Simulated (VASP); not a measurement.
**Nb: electric field gradients with LDA**

The system is Nb.

```
Nb
1.0
     0.00000    2.11500    2.13615
     2.11500    0.00000    2.13615
     2.11500    2.11500    0.00000
Nb
1
Direct
  0.00000 0.00000 0.00000
```

This cell differs from its parent crystal: zz strain of +1 %.

```json
{"Program": "VASP 6.6.1", "Task": "electric field gradients", "Functional": "LDA", "Potentials or basis": "VASP PAW LDA potentials, release 64 (Nb_sv)", "Cutoff": "520 eV", "k mesh": "13 × 13 × 13", "Occupations": "fermi-dirac, width 0.03 eV", "Spin": "no spin polarisation", "Dipole correction": "no", "Further INCAR settings": "ALGO = Normal; EDIFF = 1e-08; NBANDS = 12"}
```

* Pressure: -11.9 GPa

Stress tensor (GPa, compression positive):
```
-12.76   0.00   0.00
  0.00 -12.76   0.00
  0.00   0.00 -10.07
```

Levels at points of the mesh, in eV from the Fermi level:
| k point | band 3 | band 4 | band 5 | band 6 | band 7 | band 8 | band 9 | band 10 |
| --- | --- | --- | --- | --- | --- | --- | --- | --- |
| (0.00, 0.00, 0.00) | -30.05 | -30.05 | -6.12 | 0.05 | 0.16 | 0.16 | 2.55 | 2.70 |

Electric field gradients, principal values (V/Å²):
| atom | least | middle | greatest (by size) |
| --- | --- | --- | --- |
| 1 Nb | 4.052 | 4.052 | -8.104 |

Wall time 27 s on 1 thread of Intel Xeon 6975P-C, with other jobs on the host, peak memory 0.16 GiB.

Caveat: the cell differs from its parent crystal (zz strain of +1 %); without QUAD_EFG the Cq values of the log hold for a quadrupole moment of 1 mb, not for the nuclei.
